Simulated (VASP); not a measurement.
Write the native input for VASP 6.6.1 that does the following.

```yaml
Task: relaxation of the atoms
Functional: PBE
Dispersion: D3(BJ)
Potentials_or_basis: VASP PAW PBE potentials, release 64 (Al, Ti_sv)
Cutoff: 520 eV
k_mesh: 3 × 3 × 3
Occupations: fermi-dirac, width 0.15 eV
Spin: no spin polarisation
Dipole_correction: no
Further_INCAR_settings: LREAL = Auto; ALGO = Normal; EDIFF = 1e-06; IBRION = 2; EDIFFG = -0.03; NSW = 80
```

The structure of TiAl30 (a cell with a defect) lies in POSCAR:

```
TiAl30
1.0
    8.1000000000      0.0000000000      0.0000000000
    0.0000000000      8.1000000000      0.0000000000
    0.0000000000      0.0000000000      8.1000000000
Al Ti
30 1
Direct
    0.5000000000      0.0000000000      0.0000000000
    0.7500000000      0.2500000000      0.0000000000
    0.7500000000      0.0000000000      0.2500000000
    0.0000000000      0.0000000000      0.0000000000
    0.2500000000      0.2500000000      0.0000000000
    0.5000000000      0.5000000000      0.0000000000
    0.7500000000      0.7500000000      0.0000000000
    0.2500000000      0.0000000000      0.2500000000
    0.5000000000      0.2500000000      0.2500000000
    0.7500000000      0.5000000000      0.2500000000
    0.5000000000      0.0000000000      0.5000000000
    0.7500000000      0.2500000000      0.5000000000
    0.7500000000      0.0000000000      0.7500000000
    0.0000000000      0.5000000000      0.0000000000
    0.2500000000      0.7500000000      0.0000000000
    0.0000000000      0.2500000000      0.2500000000
    0.2500000000      0.5000000000      0.2500000000
    0.0000000000      0.0000000000      0.5000000000
    0.2500000000      0.2500000000      0.5000000000
    0.5000000000      0.5000000000      0.5000000000
    0.7500000000      0.7500000000      0.5000000000
    0.2500000000      0.0000000000      0.7500000000
    0.5000000000      0.2500000000      0.7500000000
    0.7500000000      0.5000000000      0.7500000000
    0.0000000000      0.7500000000      0.2500000000
    0.0000000000      0.5000000000      0.5000000000
    0.0000000000      0.2500000000      0.7500000000
    0.2500000000      0.5000000000      0.7500000000
    0.5000000000      0.7500000000      0.7500000000
    0.0000000000      0.7500000000      0.7500000000
    0.2500000000      0.7500000000      0.5000000000
```

The input as run:

INCAR

```
SYSTEM = TiAl30
  PREC = Accurate
  ENCUT = 520
  EDIFF = 1E-6
  ISMEAR = -1
  SIGMA = 0.15
  LREAL = Auto
  LASPH = .TRUE.
  NELM = 80
  ALGO = Normal
  ISIF = 2
  LWAVE = .FALSE.
  LCHARG = .FALSE.
  GGA = PE
  IVDW = 12
  IBRION = 2
  NSW = 80
  EDIFFG = -0.03
  KPAR = 4
```

KPOINTS

```
Automatic mesh
0
G
  3 3 3
  0 0 0
```

Potentials or basis: VASP PAW PBE potentials, release 64 (Al, Ti_sv).

The run is started by

```sh
$ cat potpaw_PBE.64/Al/POTCAR potpaw_PBE.64/Ti_sv/POTCAR > POTCAR
$ mpirun -np 4 vasp_std > vasp.out
```

It gave:

```
Energy gained by relaxing    : 2.1 meV/atom
Ionic steps                  : 7
Pressure after relaxing      : -4.5 GPa
Largest force after relaxing : 0.024 eV/Å
Band gap on the k mesh       : zero (bands 51 and 52 overlap by 0.07 eV)
Dispersion energy per atom   : -0.331 eV
```

Run time: 4.4 min on 4 MPI ranks on Intel(R) Xeon(R) 6975P-C (Granite Rapids), on a shared host, peak memory 0.65 GiB a rank.
